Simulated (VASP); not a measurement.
Set up this calculation in VASP 6.6.1, as the native input.

```yaml
Task: single point
Functional: PBE
Potentials_or_basis: VASP PAW PBE potentials, release 64 (Al)
Cutoff: 520 eV
k_mesh: 10 × 10 × 10
Occupations: gaussian, width 0.1 eV
Spin: no spin polarisation
Dipole_correction: no
Further_INCAR_settings: ALGO = Normal; EDIFF = 1e-06; NBANDS = 8
```

The structure of Al lies in POSCAR:

```
Al
1.0
    0.0000000000      1.9728638521      1.9728638521
    1.9728638521      0.0000000000      1.9728638521
    1.9728638521      1.9728638521      0.0000000000
Al
1
Direct
    0.0000000000      0.0000000000      0.0000000000
```

The input as run:

INCAR

```
ALGO = Normal
EDIFF = 1E-6
ENCUT = 520
GGA = PE
ISIF = 2
ISMEAR = 0
LASPH = True
LCHARG = True
LELF = True
LREAL = False
LVHAR = True
LWAVE = False
NBANDS = 8
NELM = 60
PREC = Accurate
SIGMA = 0.1
```

KPOINTS

```
k-points
0
Gamma
  10 10 10
```

Potentials or basis: VASP PAW PBE potentials, release 64 (Al).

Command:

```bash
$ cat potpaw_PBE.64/Al/POTCAR > POTCAR
$ mpirun -np 1 vasp_std > vasp.out
```

It gave:

```yaml
Pressure: 5.9 GPa
```

It took 2.3 s on 1 thread of Intel(R) Xeon(R) 6975P-C (Granite Rapids) (shared host), peak memory 0.13 GiB.
